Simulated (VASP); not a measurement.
Input of a VASP 6.6.1 run:

File INCAR:

```
ALGO = Normal
EDIFF = 1E-7
ENCUT = 520
GGA = PE
ISIF = 2
ISMEAR = -1
LASPH = T
LCHARG = F
LREAL = F
LWAVE = F
NBANDS = 15
NELM = 80
PREC = Accurate
SIGMA = 0.05
```

KPOINTS

```
k-points
0
Gamma
  10 10 8
```

File POSCAR:

```
GaB
1.0
    2.7182400000      0.0000000000      0.0000000000
    0.0000000000      2.7182400000      0.0000000000
    0.0000000000      0.0000000000      3.2362100000
Ga B
1 1
Direct
    0.5128990000      0.5043680000      0.4871810000
   -0.0037240000     -0.0097550000     -0.0062070000
```

Potentials or basis: VASP PAW PBE potentials, release 64 (Ga_d, B).

Command:

```sh
$ cat potpaw_PBE.64/Ga_d/POTCAR potpaw_PBE.64/B/POTCAR > POTCAR
$ mpirun -np 1 vasp_std > vasp.out
```

(1) What does it give for the band gap on the k mesh?

(2) Estimate the largest force.

(3) What does it give for the pressure?

Results:

(1) zero (band 8 reaches 11.21 eV, above the bottom of band 9 at 2.68 eV).

(2) 0.052 eV/Å.

(3) 0.2 GPa.

Caveat: the cell differs from its parent crystal (atoms moved at random).
